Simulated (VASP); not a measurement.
Input of a VASP 6.6.1 run:

File INCAR:

```
PREC = Accurate
ENCUT = 520
EDIFF = 1E-6
ISMEAR = 0
SIGMA = 0.1
LREAL = F
LASPH = T
NELM = 80
ALGO = Fast
ISIF = 2
LWAVE = F
LCHARG = F
GGA = PE
NBANDS = 38
```

KPOINTS

```
Automatic mesh
0
Gamma
  18 18 6
```

File POSCAR:

```
Rh
1.0
    2.7006291498      0.0000000000      0.0000000000
   -1.3503145749      2.3388134499      0.0000000000
    0.0000000000      0.0000000000      8.8094123252
Rh
4
Direct
    0.0000000000      0.0000000000      0.0000000000
    0.3333333333      0.6666666667      0.2500000000
    0.0000000000      0.0000000000      0.5000000000
    0.6666666667      0.3333333333      0.7500000000
```

Potentials or basis: VASP PAW PBE potentials, release 64 (Rh_pv).

Run with:

```console
$ cat potpaw_PBE.64/Rh_pv/POTCAR > POTCAR
$ mpirun -np 1 vasp_std > vasp.out
```

Predict the pressure.

3.1 GPa.

Predict the band gap on the k mesh.

zero (bands 30 and 31 overlap by 1.95 eV).

Caveat: the cell stands under pressure.
